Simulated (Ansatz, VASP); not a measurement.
## CaBr: VASP beside Ansatz

```
Ca Br
1.0
     3.86408    0.00000    0.00000
    -1.93204    3.34639    0.00000
     0.00000    0.00000    4.28236
Ca Br
1 1
Cartesian
  0.0000 0.0000 0.0000
  0.0000 2.2309 2.1412
```

Alike in both runs: task single point; functional PBE; k mesh 9 × 9 × 7; occupations fermi-dirac, width 0.05 eV; no spin polarisation.

|  | VASP | Ansatz |
| --- | --- | --- |
| version | VASP 6.6.1 | Ansatz 0.2.0 |
| potentials or method | VASP PAW PBE potentials, release 64 (Ca_sv, Br), cutoff 520 eV | plane waves, PAW |
| valence electrons in the cell | 17 | 17 |

|  | VASP | Ansatz | Ansatz less VASP |
| --- | --- | --- | --- |
| pressure (GPa) | 1.4 | 1.3 | -0.07 |
| traceless stress, the component that is largest in VASP (GPa) | 0.24 | 0.22 | -0.027 |
